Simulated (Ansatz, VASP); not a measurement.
## ZnS: VASP beside Ansatz

INCAR

```
SYSTEM = ZnS
PREC = Accurate ; ENCUT = 520
EDIFF = 1E-7 ; ISMEAR = 0
SIGMA = 0.05 ; LREAL = .FALSE.
LASPH = .TRUE. ; NELM = 100
ALGO = Normal ; ISIF = 2
LWAVE = .FALSE. ; LCHARG = .FALSE.
GGA = PE ; NBANDS = 16
```

Contents of KPOINTS:

```
Automatic mesh
0
G
  10 10 10
  0 0 0
```

The input POSCAR:

```
ZnS
1.0
    0.0000000000      2.6640802500      2.6235105000
    2.6640802500      0.0000000000      2.6235105000
    2.6640802500      2.6640802500      0.0000000000
Zn S
1 1
Direct
    0.0000000000      0.0000000000      0.0000000000
    0.7500000000      0.7500000000      0.7500000000
```

Input for Ansatz:

```yaml
crystal:
  lattice:
    - [0.0, 2.66408025, 2.6235105]
    - [2.66408025, 0.0, 2.6235105]
    - [2.66408025, 2.66408025, 0.0]
  atoms:
    - { symbol: Zn, position: [0.0, 0.0, 0.0] }
    - { symbol: S, position: [0.75, 0.75, 0.75] }
basis:
  ecutwfc: 420
kpoints:
  mp_grid: { grid: [10, 10, 10] }
hamiltonian:
  xc: pbe
scf:
  occupations: { method: gaussian, width: 0.05 }
output:
  forces: true
  stress: true
  eigenvalues: true
```

Change from the starting cell: strain -0.015 along x and y, -0.030 along z, atoms carried along.

Alike in both runs: task single point; functional PBE; k mesh 10 × 10 × 10; occupations gaussian, width 0.05 eV; no spin polarisation.

|  | VASP | Ansatz |
| --- | --- | --- |
| version | VASP 6.6.1 | Ansatz 0.2.0 |
| potentials or method | VASP PAW PBE potentials, release 64 (Zn, S), cutoff 520 eV | scalar-relativistic, plane waves, PAW |
| valence electrons in the cell | 18 | 18 |

Ansatz gave:

```
gap on the k mesh at the Fermi level (eV)                     : 2.33
least direct gap on the mesh (eV)                             : 2.33
pressure (GPa)                                                : 6.6
traceless stress, the component that is largest in VASP (GPa) : 0.37
```

**Question.** Estimate VASP's values.

**Answer.** gap on the k mesh at the Fermi level (eV): 2.34; least direct gap on the mesh (eV): 2.34; pressure (GPa): 6.8; traceless stress, the component that is largest in VASP (GPa): 0.37.

The functional is the same, so the differences come from potentials, cutoffs and numerics.
